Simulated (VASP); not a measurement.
# NaH (P6_3/mmc) in VASP: single point with PBE

Aim: the single point of NaH with PBE.

All numbers are computed with VASP 6.6.1; they aren't measurements. Logs are shortened: lines on timing, memory, paths and dates and some standing lists are left out, and cuts for length are marked.

### 1 The cell of the first run

Symmetry: P6_3/mmc, No. 194, hexagonal system. Conventional cell: a = 3.377 Å, b = 3.377 Å, c = 11.490 Å, α = 90.00°, β = 90.00°, γ = 120.00°. Within 3.2 Å of Na (site symmetry 3m) lie 6 H at 2.40 to 2.44 Å and 1 Na at 2.94 Å. H (site symmetry -3m) has 6 Na at 2.40 Å within 3.2 Å. Within 3.2 Å of H (site symmetry -6m2) lie 6 Na at 2.44 Å.

### 2 Single point, PBE

POSCAR reads:

```
NaH
1.0
    3.3767465075      0.0000000000      0.0000000000
   -1.6883732537      2.9243482576      0.0000000000
    0.0000000000      0.0000000000     11.4895439031
Na H
4 4
Direct
    0.6666666667      0.3333333333      0.8780795698
    0.3333333333      0.6666666667      0.1219204302
    0.3333333333      0.6666666667      0.3780795698
    0.6666666667      0.3333333333      0.6219204302
    0.0000000000      0.0000000000      0.0000000000
    0.0000000000      0.0000000000      0.5000000000
    0.6666666667      0.3333333333      0.2500000000
    0.3333333333      0.6666666667      0.7500000000
```

INCAR.step1 reads:

```
SYSTEM = NaH
  PREC = Accurate
  ENCUT = 400
  EDIFF = 1E-6
  ISMEAR = 0
  SIGMA = 0.02
  LREAL = .FALSE.
  LASPH = .TRUE.
  NELM = 120
  ALGO = Normal
  ISIF = 2
  LWAVE = .FALSE.
  LCHARG = .TRUE.
  GGA = PE
  NBANDS = 26
  GGA_COMPAT = .FALSE.
  NEDOS = 2001
  LORBIT = 11
```

KPOINTS.step1 reads:

```
regular mesh
0
G
  12 12 2
  0 0 0
```

INCAR.step2 reads:

```
SYSTEM = NaH
  PREC = Accurate
  ENCUT = 400
  EDIFF = 1E-6
  ISMEAR = -5
  SIGMA = 0.02
  LREAL = .FALSE.
  LASPH = .TRUE.
  NELM = 120
  ALGO = Normal
  ISIF = 2
  LWAVE = .FALSE.
  LCHARG = .FALSE.
  GGA = PE
  LORBIT = 10
  NEDOS = 2001
  ICHARG = 11
  GGA_COMPAT = .FALSE.
```

KPOINTS.step2 reads:

```
regular mesh
0
G
  18 18 3
  0 0 0
```

Potentials or basis: VASP PAW PBE potentials, release 64 (Na_pv, H).

Run with:

```
> cat potpaw_PBE.64/Na_pv/POTCAR potpaw_PBE.64/H/POTCAR > POTCAR
> cp INCAR.step1 INCAR
> cp KPOINTS.step1 KPOINTS
> mpirun -np 1 vasp_std > vasp.out
> cp INCAR.step2 INCAR
> cp KPOINTS.step2 KPOINTS
> mpirun -np 1 vasp_std > vasp.out
```

OUTCAR:

```text
SYSTEM = NaH
   PREC = Accurate
   ENCUT = 400
   EDIFF = 1E-6
   ISMEAR = -5
   LREAL = .FALSE.
   LASPH = .TRUE.
   NELM = 120
   ISIF = 2
   GGA = PE
   LORBIT = 10
   ICHARG = 11

 ion  position               nearest neighbor table
   1  0.667  0.333  0.878-
   2  0.333  0.667  0.122-
   3  0.333  0.667  0.378-
   4  0.667  0.333  0.622-
   5  0.000  0.000  0.000-
   6  0.000  0.000  0.500-
   7  0.667  0.333  0.250-
   8  0.333  0.667  0.750-

  LATTYP: Found a hexagonal cell.
 ALAT       =     3.3767465075
 C/A-ratio  =     3.4025485412

  Lattice vectors:

 A1 = (   3.3767465075,   0.0000000000,   0.0000000000)
 A2 = (  -1.6883732537,   2.9243482576,   0.0000000000)
 A3 = (   0.0000000000,   0.0000000000,  11.4895439031)

Analysis of symmetry for initial positions (statically):
=====================================================================
 Subroutine PRICEL returns:
 Original cell was already a primitive cell.

 Routine SETGRP: Setting up the symmetry group for a
 hexagonal supercell.

 Subroutine GETGRP returns: Found 24 space group operations
 (whereof 12 operations were pure point group operations)
 out of a pool of 24 trial point group operations.

The static configuration has the point symmetry D_3d.
 The point group associated with its full space group is D_6h.

Analysis of symmetry for dynamics (positions and initial velocities):
=====================================================================
 Subroutine PRICEL returns:
 Original cell was already a primitive cell.

 Routine SETGRP: Setting up the symmetry group for a
 hexagonal supercell.

 Subroutine GETGRP returns: Found 24 space group operations
 (whereof 12 operations were pure point group operations)
 out of a pool of 24 trial point group operations.

The dynamic configuration has the point symmetry D_3d.
 The point group associated with its full space group is D_6h.

 Subroutine INISYM returns: Found 24 space group operations
 (whereof 12 operations are pure point group operations),
 and found     1 'primitive' translations

----------------------------------------------------------------------------------------

[... 119 lines left out ...]
   EMIN   =  10.00;   EMAX   =-10.00  energy-range for DOS
   EFERMI =   0.00;   METHOD = LEGACY
   ISMEAR =    -5;   SIGMA  =   0.02  broadening in eV -4-tet -1-fermi 0-gaus
   EFERMI_NEDOS =   21; number of points for ismear=-14 and -15
   IALGO  =     38    algorithm
   IMIX   =      4    mixing-type and parameters
     AMIX     =   0.40;   BMIX     =  1.00
     AMIX_MAG =   1.60;   BMIX_MAG =  1.00
  volume/ion in A,a.u.               =      14.18        95.71
  Fermi-wavevector in a.u.,A,eV,Ry     =   1.073614  2.028836 15.682706  1.152646
  Thomas-Fermi vector in A             =   2.209418
   LORBIT       =     10    0 simple, 1 ext, 2 COOP (PROOUT), +10 PAW based schemes
   GGA     = PE    functional components
   LHFCALC =     F    Hartree Fock is set to
   AEXX    =    0.0000 exact exchange contribution
   IVDW    =     0    specifies the selected vdW correction
   LEPSILON=     F    determine dielectric tensor
   LRPA    =     F    only Hartree local field effects (RPA)
 non-spin polarized calculation
 Fermi weights with tetrahedron method with Bloechl corrections
  energy-cutoff  :      400.00
  volume of cell :      113.46
 maximum number of plane-waves:      2113
 NGX is ok and might be reduce to    24

 number of electron      32.0000087 magnetization

 Free energy of the ion-electron system (eV)
  ---------------------------------------------------
  ext. energy  EPLUGINS =         0.00000000
  ---------------------------------------------------
  free energy    TOTEN  =       -20.15975584 eV

  energy without entropy =      -20.15975584  energy(sigma->0) =      -20.15975584

 E-fermi :  -1.1022     XC(G=0):  -7.7500

 val. band max:       -1.1161720067   @ k =   0.2778   0.2778   0.0000
 cond. band min:       2.4071305237   @ k =   0.0000   0.0000   0.0000
 fundamental gap:      3.5233025304
 Fermi energy:        -1.1022122254

 k-point     1 :       0.0000    0.0000    0.0000
  band No.  band energies     occupation
      1     -23.4326      2.00000
      2     -23.3851      2.00000
      3     -23.3426      2.00000
      4     -23.3181      2.00000
      5     -23.3181      2.00000
      6     -23.3129      2.00000
[... 565 lines left out ...]
     20       4.5393      0.00000
     21       5.7414      0.00000

 [... further k-points ...]

------------------------ aborting loop because EDIFF is reached ----------------------------------------

  FORCE on cell =-STRESS in cart. coord.  units (eV):
  Direction    XX          YY          ZZ          XY          YZ          ZX
  --------------------------------------------------------------------------------------
  -------------------------------------------------------------------------------------
  Total       -0.3087399     -0.3087399     -0.3110364     -0.0000000      0.0000000      0.0000000
  in kB       -4.3598652     -4.3598652     -4.3922944     -0.0000000      0.0000000      0.0000000
  external PRESSURE =      -4.3706749 kB  Pullay stress =       0.0000000 kB

 VOLUME and BASIS-vectors are now :
 -----------------------------------------------------------------------------
  energy-cutoff  :      400.00
  volume of cell :      113.46
      direct lattice vectors                 reciprocal lattice vectors
     3.376746508  0.000000000  0.000000000     0.296143047  0.170978268  0.000000000
    -1.688373254  2.924348258  0.000000000     0.000000000  0.341956536  0.000000000
     0.000000000  0.000000000 11.489543903     0.000000000  0.000000000  0.087035657

 POSITION                                       TOTAL-FORCE (eV/Angst)
 -----------------------------------------------------------------------------------
      1.68837      0.97478     10.08873        -0.000000      0.000000     -0.000629
     -0.00000      1.94957      1.40081         0.000000     -0.000000      0.000629
     -0.00000      1.94957      4.34396         0.000000     -0.000000     -0.000629
      1.68837      0.97478      7.14558        -0.000000      0.000000      0.000629
      0.00000      0.00000      0.00000         0.000000     -0.000000      0.000000
      0.00000      0.00000      5.74477         0.000000     -0.000000      0.000000
      1.68837      0.97478      2.87239         0.000000     -0.000000     -0.000000
     -0.00000      1.94957      8.61716         0.000000     -0.000000     -0.000000
 -----------------------------------------------------------------------------------
    total drift:                               -0.000000      0.000000     -0.000000

  FREE ENERGIE OF THE ION-ELECTRON SYSTEM (eV)
  ---------------------------------------------------
  free  energy   TOTEN  =       -20.1597558371 eV

  energy  without entropy=      -20.1597558371  energy(sigma->0) =      -20.15975584

 total charge

# of ion       s       p       d       tot
------------------------------------------
    1        0.061   5.987   0.000   6.048
    2        0.061   5.987   0.000   6.048
    3        0.061   5.987   0.000   6.048
    4        0.061   5.987   0.000   6.048
    5        0.519   0.001   0.000   0.520
    6        0.519   0.001   0.000   0.520
    7        0.513   0.000   0.000   0.513
    8        0.513   0.000   0.000   0.513
--------------------------------------------------
tot          2.308  23.950   0.000  26.257
```

It took 89 s on 1 thread of Intel Xeon Platinum 8488C (Sapphire Rapids), shared host; peak memory 0.24 GiB.

Results:

```
Valence electrons inside the program's atomic spheres : Na 6.05; H 0.52, 0.51 (each value once)
```
